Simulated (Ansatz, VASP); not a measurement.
One calculation of Ge, two programs

```
Ge
1.0
     6.74197    0.00000    0.00000
     0.00000    6.74197    0.00000
     0.00000    0.00000    2.76741
Ge
6
Direct
  0.50000 0.50000 0.00000
  0.00000 0.00000 0.00000
  0.86644 0.63356 0.00000
  0.13356 0.36644 0.00000
  0.63356 0.13356 0.00000
  0.36644 0.86644 0.00000
```

Alike in both runs: functional PBE; k mesh 4 × 4 × 6; occupations gaussian, width 0.1 eV; no spin polarisation.

Ansatz relaxed the structure, and its values are those at the end. VASP's run is a single point on that final structure, the one shown.

```csv
,VASP,Ansatz
version,VASP 6.6.1,Ansatz 0.2.0
potentials or method,"VASP PAW PBE potentials, release 64 (Ge_d), cutoff 520 eV","scalar-relativistic, plane waves, PAW"
valence electrons in the cell,84,84
```

```csv
,VASP,Ansatz,Ansatz less VASP
gap on the k mesh at the Fermi level (eV),none,none,-
pressure (GPa),0.1,0.1,+0.01
```

A gap of «none» marks a metal or a gap that the smearing closes. With one functional, cell and mesh, what is left measures potentials, basis and numerics.

The k mesh is coarse, so the values compare programs but aren't converged.
